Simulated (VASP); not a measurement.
# B3HN3 in VASP: single point with PBE+D3(BJ)

Aim: the single point of B3HN3 with PBE+D3(BJ).

Everything below comes from runs of VASP 6.6.1. Logs are shortened: lines on timing, memory, paths and dates and some standing lists are left out, and cuts for length are marked.

### Step 1. The cell of the first run

The cell holds a slab with vacuum, 7 atoms: a = 2.506 Å, b = 2.506 Å, c = 25.593 Å, α = 90.00°, β = 90.00°, γ = 120.00°.

### Step 2. Single point, PBE+D3(BJ), collinear spin

Input file INCAR:

```
SYSTEM = B3HN3
PREC = Accurate
ENCUT = 520
EDIFF = 1E-7
ISMEAR = 0
SIGMA = 0.05
LREAL = .FALSE.
LASPH = .TRUE.
NELM = 150
ALGO = Normal
ISIF = 2
LWAVE = .FALSE.
LCHARG = .TRUE.
ISPIN = 2
MAGMOM = 0 0 0 0 0 0 1
LORBIT = 11
LDIPOL = .TRUE.
IDIPOL = 3
DIPOL = 0.5 0.5 0.489
GGA = PE
IVDW = 12
LELF = .TRUE.
LVHAR = .TRUE.
LVACPOTAV = .TRUE.
NBANDS = 26
```

Input file KPOINTS:

```
Automatic mesh
0
G
  12 12 1
  0 0 0
```

Input file POSCAR:

```
B3HN3
1.0
    2.5061138137      0.0000000000      0.0000000000
   -1.2530569069      2.1703582275      0.0000000000
    0.0000000000      0.0000000000     25.5926876598
B N H
3 3 1
Direct
    0.6666666667      0.3333333333      0.3321261179
    0.3257981596      0.6515963193      0.4616798137
   -0.0392310516     -0.0784621033      0.5969881511
    0.3333333333      0.6666666667      0.3322402185
   -0.0075374896     -0.0150749791      0.4616790226
    0.6274282677      0.2548565353      0.5866390038
    0.9608273942      0.9216547884      0.6486624305
```

Potentials or basis: VASP PAW PBE potentials, release 64 (B, N, H).

Command:

```bash
$ cat potpaw_PBE.64/B/POTCAR potpaw_PBE.64/N/POTCAR potpaw_PBE.64/H/POTCAR > POTCAR
$ mpirun -np 1 vasp_std > vasp.out
```

OUTCAR:

```text
SYSTEM = B3HN3
   PREC = Accurate
   ENCUT = 520
   EDIFF = 1E-7
   ISMEAR = 0
   LREAL = .FALSE.
   LASPH = .TRUE.
   NELM = 150
   ISIF = 2
   ISPIN = 2
   LORBIT = 11
   GGA = PE
   IVDW = 12
 IVDW          = 12

 ion  position               nearest neighbor table
   1  0.667  0.333  0.332-   4 1.45   4 1.45   4 1.45
   2  0.326  0.652  0.462-   5 1.45   5 1.45   5 1.45
   3  0.961  0.922  0.597-   7 1.32   6 1.47   6 1.47   6 1.47
   4  0.333  0.667  0.332-   1 1.45   1 1.45   1 1.45
   5  0.992  0.985  0.462-   2 1.45   2 1.45   2 1.45
   6  0.627  0.255  0.587-   3 1.47   3 1.47   3 1.47
   7  0.961  0.922  0.649-   3 1.32

  LATTYP: Found a hexagonal cell.
 ALAT       =     2.5061138137
 C/A-ratio  =    10.2121011105

  Lattice vectors:

 A1 = (   2.5061138137,   0.0000000000,   0.0000000000)
 A2 = (  -1.2530569069,   2.1703582275,   0.0000000000)
 A3 = (   0.0000000000,   0.0000000000,  25.5926876598)

Analysis of symmetry for initial positions (statically):
=====================================================================
 Subroutine PRICEL returns:
 Original cell was already a primitive cell.

 Routine SETGRP: Setting up the symmetry group for a
 hexagonal supercell.

 Subroutine GETGRP returns: Found  2 space group operations
 (whereof  2 operations were pure point group operations)
 out of a pool of 24 trial point group operations.

The static configuration has the point symmetry C_1h.

Analysis of symmetry for dynamics (positions and initial velocities):
=====================================================================
 Subroutine PRICEL returns:
 Original cell was already a primitive cell.

 Routine SETGRP: Setting up the symmetry group for a
 hexagonal supercell.

 Subroutine GETGRP returns: Found  2 space group operations
 (whereof  2 operations were pure point group operations)
 out of a pool of 24 trial point group operations.

The dynamic configuration has the point symmetry C_1h.

Analysis of structural, dynamic, and magnetic symmetry:
=====================================================================
 Subroutine PRICEL returns:
 Original cell was already a primitive cell.

 Routine SETGRP: Setting up the symmetry group for a
 hexagonal supercell.

 Subroutine GETGRP returns: Found  2 space group operations
 (whereof  2 operations were pure point group operations)
 out of a pool of 24 trial point group operations.

The overall configuration has the point symmetry C_1h.

 Subroutine INISYM returns: Found  2 space group operations
 (whereof  2 operations are pure point group operations),
 and found     1 'primitive' translations

----------------------------------------------------------------------------------------

                                     Primitive cell

  volume of cell :     139.2028

  direct lattice vectors                    reciprocal lattice vectors
     2.506113814  0.000000000  0.000000000     0.399024176  0.230376716  0.000000000
    -1.253056907  2.170358227  0.000000000     0.000000000  0.460753431  0.000000000
     0.000000000  0.000000000 25.592687660     0.000000000  0.000000000  0.039073661

  length of vectors
     2.506113814  2.506113814 25.592687660     0.460753431  0.460753431  0.039073661

  position of ions in fractional coordinates (direct lattice)
     0.666666667  0.333333333  0.332126118
     0.325798160  0.651596319  0.461679814
     0.960768948  0.921537897  0.596988151
     0.333333333  0.666666667  0.332240218
     0.992462510  0.984925021  0.461679023
     0.627428268  0.254856535  0.586639004
     0.960827394  0.921654788  0.648662431

  ion indices of the primitive-cell ions
   primitive index   ion index
                 1           1
                 2           2
                 3           3
                 4           4
                 5           5
                 6           6
[... 54 lines left out ...]
 [... further k-points ...]
   k-points           NKPTS =     43   k-points in BZ     NKDIM =     43   number of bands    NBANDS=     26
   number of dos      NEDOS =    301   number of ions     NIONS =      7
   total plane-waves  NPLWV =  76800
   dimension x,y,z NGX =    20 NGY =   20 NGZ =  192
   dimension x,y,z NGXF=    40 NGYF=   40 NGZF=  384
   ions per type =               3   3   1
   NGX,Y,Z   is equivalent  to a cutoff of  13.27, 13.27, 12.47 a.u.
   NGXF,Y,Z  is equivalent  to a cutoff of  26.53, 26.53, 24.94 a.u.
 SYSTEM =  B3HN3
   PREC   = accura    normal or accurate (medium, high low for compatibility)
   ISTART =      0    job   : 0-new  1-cont  2-samecut
   ICHARG =      2    charge: 1-file 2-atom 10-const
   ISPIN  =      2    spin polarized calculation?
   LNONCOLLINEAR =      F non collinear calculations
   LSORBIT =      F    spin-orbit coupling
   LASPH  =      T    aspherical Exc in radial PAW
   ENCUT  =  520.0 eV  38.22 Ry    6.18 a.u.   4.66  4.66 47.59*2*pi/ulx,y,z
   NELM   =    150;   NELMIN=  2; NELMDL= -5     # of ELM steps
   EDIFF  = 0.1E-06   stopping-criterion for ELM
   LREAL  =      F    real-space projection
   EDIFFG = 0.1E-05   stopping-criterion for IOM
   NSW    =      0    number of steps for IOM
   IBRION =     -1    ionic relax: 0-MD 1-quasi-New 2-CG
   NFREE  =      0    steps in history (QN), initial steepest desc. (CG)
   ISIF   =      2    stress and relaxation
   ISYM   =      2    0-nonsym 1-usesym 2-fastsym
   POTIM  = 0.5000    time-step for ionic-motion
   TEBEG  =    0.0;   TEEND  =   0.0 temperature during run
   PSTRESS=    0.0 pullay stress
   NELECT =      25.0000    total number of electrons
   NUPDOWN=      -1.0000    fix difference up-down
   EMIN   =  10.00;   EMAX   =-10.00  energy-range for DOS
   EFERMI =   0.00;   METHOD = LEGACY
   ISMEAR =     0;   SIGMA  =   0.05  broadening in eV -4-tet -1-fermi 0-gaus
   EFERMI_NEDOS =   21; number of points for ismear=-14 and -15
   IALGO  =     38    algorithm
   IMIX   =      4    mixing-type and parameters
     AMIX     =   0.40;   BMIX     =  1.00
     AMIX_MAG =   1.60;   BMIX_MAG =  1.00
  volume/ion in A,a.u.               =      19.89       134.20
  Fermi-wavevector in a.u.,A,eV,Ry     =   0.923646  1.745437 11.607424  0.853122
  Thomas-Fermi vector in A             =   2.049305
   LORBIT       =     11    0 simple, 1 ext, 2 COOP (PROOUT), +10 PAW based schemes
   GGA     = PE    functional components
   LHFCALC =     F    Hartree Fock is set to
   AEXX    =    0.0000 exact exchange contribution
   IVDW    =    12    specifies the selected vdW correction
   LEPSILON=     F    determine dielectric tensor
   LRPA    =     F    only Hartree local field effects (RPA)
 spin polarized calculation
 Gauss-broadening in eV      SIGMA  =   0.05
  energy-cutoff  :      520.00
  volume of cell :      139.20
 maximum number of plane-waves:      3783
   NGX =  9   NGY =  9   NGZ = 95

 dipolmoment           0.000000      0.000000     -0.000794 electrons x Angstroem

 number of electron      25.0000000 magnetization       0.9722344

 dipolmoment           0.000000      0.000000      0.011096 electrons x Angstroem

 Free energy of the ion-electron system (eV)
  ---------------------------------------------------
  ext. energy  EPLUGINS =         0.00000000
  ---------------------------------------------------
  free energy    TOTEN  =       -53.94000661 eV

  energy without entropy =      -53.93927722  energy(sigma->0) =      -53.93964191

 E-fermi :  -2.2532     XC(G=0):  -4.5295

 val. band max:       -2.2763354463   @ k =   0.1667   0.1667   0.0000
 cond. band min:      -1.9125194142   @ k =   0.4167   0.3333   0.0000
 fundamental gap:      0.3638160320
 Fermi energy:        -2.2531667038

 spin component 1

 k-point     1 :       0.0000    0.0000    0.0000
  band No.  band energies     occupation
      1     -20.9505      1.00000
      2     -20.3639      1.00000
      3     -20.1786      1.00000
      4     -10.4251      1.00000
      5      -8.3510      1.00000
      6      -7.3059      1.00000
[... 637 lines left out ...]
     23       9.3262      0.00000
     24       9.8268      0.00000

 [... further k-points ...]

 spin component 2

 k-point     1 :       0.0000    0.0000    0.0000
  band No.  band energies     occupation
      1     -20.4028      1.00000
      2     -20.3402      1.00000
      3     -20.1569      1.00000
      4      -9.4411      1.00000
      5      -8.3166      1.00000
      6      -7.2761      1.00000
[... 637 lines left out ...]
     23       9.4721      0.00000
     24      10.0485      0.00000

 [... further k-points ...]

 [bands above 24 left out]

------------------------ aborting loop because EDIFF is reached ----------------------------------------

 Edisp (eV)   -0.76739

 E8    (eV) :    -0.2273

  FORCE on cell =-STRESS in cart. coord.  units (eV):
  Direction    XX          YY          ZZ          XY          YZ          ZX
  --------------------------------------------------------------------------------------
  -------------------------------------------------------------------------------------
  Total       2.50394     2.47792    -0.05247    -0.00000    -0.00076     0.00000
  in kB      28.81955    28.51999    -0.60390    -0.00000    -0.00875     0.00000
  external pressure =       18.91 kB  Pullay stress =        0.00 kB

 VOLUME and BASIS-vectors are now :
 -----------------------------------------------------------------------------
  energy-cutoff  :      520.00
  volume of cell :      139.20
      direct lattice vectors                 reciprocal lattice vectors
     2.506113814  0.000000000  0.000000000     0.399024176  0.230376716  0.000000000
    -1.253056907  2.170358227  0.000000000     0.000000000  0.460753431  0.000000000
     0.000000000  0.000000000 25.592687660     0.000000000  0.000000000  0.039073661

 POSITION                                       TOTAL-FORCE (eV/Angst)
 -----------------------------------------------------------------------------------
      1.25306      0.72345      8.50000        -0.000000      0.000846      0.054823
     -0.00000      1.41420     11.81563        -0.000000      0.001061      0.000156
      1.25306      2.00007     15.27853         0.000000     -0.000842      0.007159
     -0.00000      1.44691      8.50292         0.000000     -0.002344     -0.058522
      1.25306      2.13764     11.81561        -0.000000      0.001378     -0.001110
      1.25306      0.55313     15.01367        -0.000000      0.001637      0.001357
      1.25306      2.00032     16.60101         0.000000     -0.001735     -0.003864
 -----------------------------------------------------------------------------------
    total drift:                               -0.000001     -0.000073      0.000344

  FREE ENERGIE OF THE ION-ELECTRON SYSTEM (eV)
  ---------------------------------------------------
  free  energy   TOTEN  =       -54.7074007349 eV

  energy  without entropy=      -54.7066713371  energy(sigma->0) =      -54.70703604

 vacuum level on the upper side and lower side of the slab         3.513         3.144

 total charge

# of ion       s       p       d       tot
------------------------------------------
    1        0.743   1.424   0.000   2.168
    2        0.744   1.424   0.000   2.167
    3        0.725   1.507   0.000   2.232
    4        1.225   2.793   0.000   4.019
    5        1.225   2.795   0.000   4.020
    6        1.249   2.681   0.000   3.930
    7        0.523   0.015   0.000   0.538
--------------------------------------------------
tot          6.436  12.638   0.000  19.074

 magnetization (x)

# of ion       s       p       d       tot
------------------------------------------
    1        0.000   0.000   0.000   0.000
    2        0.000   0.000   0.000   0.000
    3       -0.011  -0.009   0.000  -0.020
    4        0.000   0.000   0.000   0.000
    5        0.000   0.004   0.000   0.005
    6        0.016   0.417   0.000   0.434
    7        0.178  -0.000   0.000   0.178
--------------------------------------------------
tot          0.184   0.413   0.000   0.596
```

Wall time 16 min (1 thread of Oxide Virtual Turin-like, shared host); peak memory 0.42 GiB.

Results:

| Property | Result |
| --- | --- |
| Free energy | -54.7074 eV |
| Largest force | 0.059 eV/Å |
| Band gap on the k mesh | zero (filled and empty bands overlap) |
| Net moment | 0.97 μB per cell |
| Site moments | B +0.00, -0.02 (each value once); N +0.00, +0.01, +0.43; H +0.18 μB |
| Valence electrons inside the program's atomic spheres | B 2.17, 2.23 (each value once); N 4.02, 3.93 (each value once); H 0.54 |
| Dispersion energy per atom | -0.110 eV |

Forces in eV/Å, atoms in the order of the input:
```
B    0.000  0.001  0.055
B    0.000  0.001  0.000
B    0.000 -0.001  0.007
N    0.000 -0.002 -0.059
N    0.000  0.001 -0.001
N    0.000  0.002  0.001
H    0.000 -0.002 -0.004
```

Caveat: a moment this small can come from the mesh or the smearing.

The gap in the log of VASP goes by the Fermi energy; the results here count the filled bands.